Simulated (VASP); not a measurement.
Wanted: the native input for a VASP 6.6.1 run.

```yaml
Task: single point
Functional: PBE
Potentials_or_basis: VASP PAW PBE potentials, release 64 (B, As)
Cutoff: 500 eV
k_mesh: 10 × 10 × 10
Occupations: gaussian, width 0.02 eV
Spin: no spin polarisation
Dipole_correction: no
Further_INCAR_settings: ALGO = Normal; EDIFF = 1e-06; NBANDS = 11
```

The structure of BAs (ae) lies in POSCAR:

```
BAs
1.0
    0.0000000000      2.3553018791      2.3553018791
    2.3553018791      0.0000000000      2.3553018791
    2.3553018791      2.3553018791      0.0000000000
B As
1 1
Direct
    0.0000000000      0.0000000000      0.0000000000
    0.2500000000      0.2500000000      0.2500000000
```

This cell differs from its parent crystal: volume scaled by 0.94.

The input as run:

INCAR

```
SYSTEM = BAs
PREC = Accurate
ENCUT = 500
EDIFF = 1E-6
ISMEAR = 0
SIGMA = 0.02
LREAL = .FALSE.
LASPH = .TRUE.
NELM = 120
ALGO = Normal
ISIF = 2
LWAVE = .FALSE.
LCHARG = .FALSE.
GGA = PE
NBANDS = 11
GGA_COMPAT = .FALSE.
```

KPOINTS

```
regular mesh
0
G
  10 10 10
  0 0 0
```

Potentials or basis: VASP PAW PBE potentials, release 64 (B, As).

Run with:

```sh
$ cat potpaw_PBE.64/B/POTCAR potpaw_PBE.64/As/POTCAR > POTCAR
$ mpirun -np 1 vasp_std > vasp.out
```

Results of the run:

- Pressure: 10.1 GPa
- Band gap on the k mesh: 1.13 eV, indirect (least direct gap 3.33 eV)

It took 5 s on 1 thread of Intel(R) Xeon(R) 6975P-C (Granite Rapids), with other jobs on the host, peak memory 0.14 GiB.
